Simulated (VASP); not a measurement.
Set up this calculation in VASP 6.6.1, as the native input.

```yaml
Task: single point
Functional: PBE
Potentials_or_basis: VASP PAW PBE potentials, release 64 (Cu, N)
Cutoff: 520 eV
k_mesh: 3 × 3 × 1
Occupations: fermi-dirac, width 0.1 eV
Spin: no spin polarisation
Dipole_correction: no
Further_INCAR_settings: LREAL = Auto; ALGO = Normal; EDIFF = 1e-06; NBANDS = 104
```

The structure of Cu16N lies in POSCAR:

```
Cu16N
1.0
    5.1053110000      0.0000000000      0.0000000000
    2.5526550000      4.4213290000      0.0000000000
    0.0000000000      0.0000000000     18.2527030000
Cu N
16 1
Direct
    0.0000000000      0.0000000000      0.0547864062
    0.5000087164      0.0000000000      0.0547864062
   -0.0000094012      0.5000080293      0.0547864062
    0.4999993152      0.5000080293      0.0547864062
    0.0673494866      0.2069061135      0.1682326174
    0.5541860007      0.2202052822      0.1623759506
    0.0374197758      0.7367468017      0.1650878777
    0.5895123386      0.6672880485      0.1665725893
   -0.2175319062      0.3965549725      0.2939400263
    0.2255480520      0.4335121860      0.2878532566
   -0.2516298995      0.8956356788      0.2827800354
    0.2520189342      0.9306251582      0.3016429950
    0.0026279073      0.0015606167      0.4114952180
    0.5052369825      0.0368667430      0.3932184729
    0.0108068108      0.5341606562      0.4086627608
    0.5149026621      0.5561902315      0.4061973725
    0.8415045743      0.3563182021      0.4620137631
```

The input as run:

INCAR

```
  ALGO = Normal
  EDIFF = 1E-6
  ENCUT = 520
  GGA = PE
  ISIF = 2
  ISMEAR = -1
  LASPH = T
  LCHARG = T
  LELF = T
  LREAL = Auto
  LVHAR = T
  LWAVE = F
  NBANDS = 104
  NELM = 100
  PREC = Accurate
  SIGMA = 0.1
```

KPOINTS

```
k-points
0
Gamma
  3 3 1
```

Potentials or basis: VASP PAW PBE potentials, release 64 (Cu, N).

The run is started by

```bash
$ cat potpaw_PBE.64/Cu/POTCAR potpaw_PBE.64/N/POTCAR > POTCAR
$ mpirun -np 1 vasp_std > vasp.out
```

It gave:

The largest force is 2.023 eV/Å. The band gap on the k mesh is zero (an odd number of electrons rules out a gap without spin polarisation).

Caveat: the k points lie up to 0.47 Å⁻¹ apart, too coarse for converged energies and pressures of a metal; there is no dipole correction, which matters where the two faces differ.

Run time: 25 min on 1 thread of Intel Xeon 8259CL, with other jobs on the host, peak memory 0.57 GiB.
